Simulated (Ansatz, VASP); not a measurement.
# One calculation of BiCClO2, two programs

The input POSCAR:

```
BiCClO2
1.0
    3.0159750000      2.9805920000      0.0000000000
    3.0159750000     -2.9805920000      0.0000000000
    0.8722470000      0.0000000000     -9.5254180000
C Cl O Bi
2 2 4 2
Direct
    0.6330000000      0.3670000000      0.5000000000
    0.3670000000      0.6330000000      0.5000000000
    0.2730000000      0.2730000000      0.8811000000
    0.7270000000      0.7270000000      0.1189000000
    0.7880000000      0.3280000000      0.6109000000
    0.6720000000      0.2120000000      0.3891000000
    0.2120000000      0.6720000000      0.3891000000
    0.3280000000      0.7880000000      0.6109000000
    0.7732000000      0.7732000000      0.7770000000
    0.2268000000      0.2268000000      0.2230000000
```

The input INCAR.step1:

```
PREC     = Accurate       # precision mode
ENCUT    = 520            # plane-wave cutoff, eV
EDIFF    = 1E-5           # SCF threshold, eV
ISMEAR   = -1             # smearing method
SIGMA    = 0.1            # smearing width, eV
LREAL    = False          # projectors in reciprocal space
LASPH    = True           # aspherical terms in the spheres
NELM     = 100            # most SCF steps
ALGO     = Normal         # electronic algorithm
ISIF     = 2              # what is computed and relaxed
LWAVE    = True           # write WAVECAR
LCHARG   = False          # write CHGCAR
GGA      = PE             # functional
NBANDS   = 49             # bands
```

File INCAR.step2:

```
PREC     = Accurate       # precision mode
ENCUT    = 520            # plane-wave cutoff, eV
EDIFF    = 1E-6           # SCF threshold, eV
ISMEAR   = -1             # smearing method
SIGMA    = 0.1            # smearing width, eV
LREAL    = False          # projectors in reciprocal space
LASPH    = True           # aspherical terms in the spheres
NELM     = 100            # most SCF steps
ALGO     = Normal         # electronic algorithm
ISIF     = 2              # what is computed and relaxed
LWAVE    = False          # write WAVECAR
LCHARG   = False          # write CHGCAR
GGA      = PE             # functional
LHFCALC  = True           # exact exchange
AEXX     = 0.25           # exact-exchange fraction
PRECFOCK = Fast         
ISTART   = 1            
NBANDS   = 49             # bands
```

File KPOINTS:

```
regular mesh
0
Gamma
  3 3 1
```

Input for Ansatz:

```yaml
crystal:
  lattice:
    - [3.015975, 2.980592, 0.0]
    - [3.015975, -2.980592, 0.0]
    - [0.872247, 0.0, -9.525418]
  atoms:
    - { symbol: C, position: [0.633, 0.367, 0.5] }
    - { symbol: C, position: [0.367, 0.633, 0.5] }
    - { symbol: Cl, position: [0.273, 0.273, 0.8811] }
    - { symbol: Cl, position: [0.727, 0.727, 0.1189] }
    - { symbol: O, position: [0.788, 0.328, 0.6109] }
    - { symbol: O, position: [0.672, 0.212, 0.3891] }
    - { symbol: O, position: [0.212, 0.672, 0.3891] }
    - { symbol: O, position: [0.328, 0.788, 0.6109] }
    - { symbol: Bi, position: [0.7732, 0.7732, 0.777] }
    - { symbol: Bi, position: [0.2268, 0.2268, 0.223] }
  symmetry: { tolerance: 0.0003 }
kpoints:
  mp_grid: { grid: [3, 3, 1], shift: [0, 0, 0] }
magnetization:
  spin_polarized: false
scf:
  occupations: { method: fermi_dirac }
hamiltonian:
  pseudopotentials: { kind: paw }
  xc: pbe0
basis:
  ecutwfc: 420
  fft_grid_basis: typed
output:
  forces: true
  stress: true
  eigenvalues: true
  bader: true
  populations: true
  elf: true
  write_potential: true
  volumetric_format: npy
  dos:
    e_range: [-12, 8]
    de: 0.05
    projected: { site_lists: { Bi: [Bi], C: [C], Cl: [Cl], O: [O] } }
    method: { smearing: { sigma: 0.1, scheme: gaussian } }
```

Alike in both runs: task single point; functional PBE0; k mesh 3 × 3 × 1; no spin polarisation.

|  | VASP | Ansatz |
| --- | --- | --- |
| version | VASP 6.6.1 | Ansatz 0.2.0 |
| potentials or method | VASP PAW PBE potentials, release 64 (C, Cl, O, Bi_d), cutoff 520 eV | PAW plane waves |
| occupations | fermi-dirac, width 0.1 eV | fermi-dirac |
| valence electrons in the cell | 76 | 76 |

|  | VASP | Ansatz | Ansatz less VASP |
| --- | --- | --- | --- |
| pressure (GPa) | -6.9 | -7.2 | -0.22 |
| traceless stress, the component that is largest in VASP (GPa) | 4.02 | 4.66 | +0.636 |
| rms of the force components (eV/Å) | 0.597 | 0.646 | +0.0490 |

Atom by atom the forces differ by 0.166 eV/Å (rms over components). Ansatz's warnings: filled band counts differ across k points, stress exchange threshold loose, stress scf threshold loose.

The k mesh is coarse, so the values compare programs but aren't converged. Spin-orbit coupling is off throughout.
